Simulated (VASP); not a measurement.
A run of VASP 6.6.1 is set up as follows.

Contents of POSCAR:

```
PbSe
1.0
    3.8973596981      0.0000000000      0.0000000000
    0.0000000000      3.8973596981      0.0000000000
    0.0000000000      0.0000000000      3.8973596981
Pb Se
1 1
Direct
    0.0000000000      0.0000000000      0.0000000000
    0.5000000000      0.5000000000      0.5000000000
```

File INCAR.step1:

```
SYSTEM = PbSe
PREC = Accurate
ENCUT = 520
ISMEAR = 0
SIGMA = 0.1
LREAL = .False.
LASPH = .True.
NELM = 100
NBANDS = 17
GGA = PE
ALGO = Normal
EDIFF = 1E-4
LWAVE = .True.
LCHARG = .False.
```

Contents of INCAR.step2:

```
SYSTEM = PbSe
PREC = Accurate
ENCUT = 520
EDIFF = 1E-7
ISMEAR = 0
SIGMA = 0.1
LREAL = .False.
LASPH = .True.
NELM = 100
ALGO = Normal
ISIF = 2
LWAVE = .False.
LCHARG = .False.
METAGGA = R2SCAN
LMIXTAU = .True.
NBANDS = 17
ISTART = 1
```

The input KPOINTS:

```
regular mesh
0
Gamma
  12 12 12
  0 0 0
```

Potentials or basis: VASP PAW PBE potentials, release 64 (Pb_d, Se).

The run is started by

```bash
$ cat potpaw_PBE.64/Pb_d/POTCAR potpaw_PBE.64/Se/POTCAR > POTCAR
$ cp INCAR.step1 INCAR
$ mpirun -np 1 vasp_std > vasp.out
$ cp INCAR.step2 INCAR
$ mpirun -np 1 vasp_std > vasp.out
```

Problem. Predict the pressure.

Solution. -4.5 GPa.

Problem. Predict the band gap on the k mesh.

Solution. Zero (bands 10 and 11 overlap by 0.20 eV).

Caveat: the cell differs from its parent crystal (strained); the cell stands under tension; semilocal functionals underestimate gaps, and a narrow one can read as zero; the PAW data sets were made with another functional, which shifts forces and pressure a little; spin-orbit coupling is left out, which moves the levels of the heavy elements.
